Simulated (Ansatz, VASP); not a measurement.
Si7PdC8 in VASP and in Ansatz

```xyz
16
Lattice="0.0000 4.3580 4.3580 4.3580 0.0000 4.3580 4.3580 4.3580 0.0000" Properties=species:S:1:pos:R:3 pbc="T T T"
Pd    0.0070   -0.0059    0.0000
Si    2.1867    2.1718   -0.0201
Si    2.1865   -0.0271    2.1789
Si    4.3855    2.1720    2.1789
Si   -0.0124    2.1718    2.1791
Si    2.1865    4.3706    2.1791
Si    2.1864    2.1720    4.3780
Si    4.3657    4.3508    4.3580
C     1.1828    1.1680    1.1751
C     3.1908    3.1759    1.1746
C     3.1900    1.1684    3.1825
C     5.4531    3.2633    3.2704
C     1.1820    3.1761    3.1836
C     3.2782    5.4381    3.2705
C     3.2781    3.2633    5.4455
C     5.4531    5.4382    5.4456
```

Alike in both runs: functional PBEsol; k mesh 3 × 3 × 3; occupations gaussian, width 0.05 eV; collinear spin; Hubbard terms Pd d U = 2.0 eV.

Ansatz relaxed the structure, and its values are those at the end. VASP's run is a single point on that final structure, the one shown.

```csv
,VASP,Ansatz
version,VASP 6.6.1,Ansatz 0.2.0
potentials or method,"VASP PAW PBE potentials, release 64 (Pd, Si, C), cutoff 520 eV","scalar-relativistic, plane waves, PAW"
valence electrons in the cell,70,78
```

```csv
,VASP,Ansatz,Ansatz less VASP
gap on the k mesh at the Fermi level (eV),none,none,-
pressure (GPa),6.9,7.5,+0.55
rms of the force components (eV/Å),0.088,0.002,-0.0859
net moment per atom (μB),0.00,0.00,0.000
```

VASP's potentials were made for PBE, not for PBEsol. The programs project onto different local orbitals, so the same U acts differently, and such runs can settle in different states. A gap of «none» marks a metal or a gap that the smearing closes. VASP's potentials hold 70 valence electrons a cell and Ansatz's 78, so a difference there can come from the potentials and not from the codes. Ansatz's warnings: filled band counts differ across k points, seeded moment not kept, stress scf threshold loose.

The k mesh is coarse, so the values compare programs but aren't converged.
